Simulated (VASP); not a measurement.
## RbMg6Sn: single point with PBE

RbMg6Sn:

```
Sn Rb Mg
1.0
     5.22437    0.00000    0.00000
     0.00000    3.52672    6.09817
     0.00000   -3.52672    6.09817
Sn Rb Mg
1 1 6
Direct
  0.00000 0.85422 0.85422
  0.50000 0.66751 0.66751
  0.50000 0.16138 0.16138
  0.50000 0.67712 0.16031
  0.50000 0.16031 0.67712
  0.00000 0.33244 0.33244
  0.00000 0.85708 0.28994
  0.00000 0.28994 0.85708
```

```json
{
 "Program": "VASP 6.6.1",
 "Task": "single point",
 "Functional": "PBE",
 "Potentials or basis": "VASP PAW PBE potentials, release 64 (Sn_d, Rb_sv, Mg)",
 "Cutoff": "520 eV",
 "k mesh": "5 × 5 × 5",
 "Occupations": "fermi-dirac, width 0.05 eV",
 "Spin": "no spin polarisation"
}
```

* Pressure: -0.2 GPa
* Largest force: 0.041 eV/Å
* Band gap on the k mesh: zero (an odd number of electrons rules out a gap without spin polarisation)

Forces in eV/Å, atoms in the order of the input:
```
Sn   0.000  0.000  0.036
Rb   0.000  0.000  0.037
Mg   0.000  0.000 -0.011
Mg   0.000  0.022  0.022
Mg   0.000 -0.022  0.022
Mg   0.000  0.000 -0.028
Mg   0.000  0.011 -0.039
Mg   0.000 -0.011 -0.039
```

Stress tensor (GPa, compression positive):
```
-0.62  0.00  0.00
 0.00  0.15  0.00
 0.00  0.00  0.00
```

Levels at points of the mesh, in eV from the Fermi level:
```tsv
k point	band 14	band 15	band 16	band 17	band 18	band 19	band 20	band 21
(0.00, 0.00, 0.00)	-2.09	-1.45	-1.27	-1.12	-0.41	0.91	2.04	2.29
```

Run time: 2.9 min on 1 thread of Intel(R) Xeon(R) Platinum 8488C (Sapphire Rapids) (shared host), peak memory 0.45 GiB.

Caveat: spin-orbit coupling is left out, which moves the levels of the heavy elements.
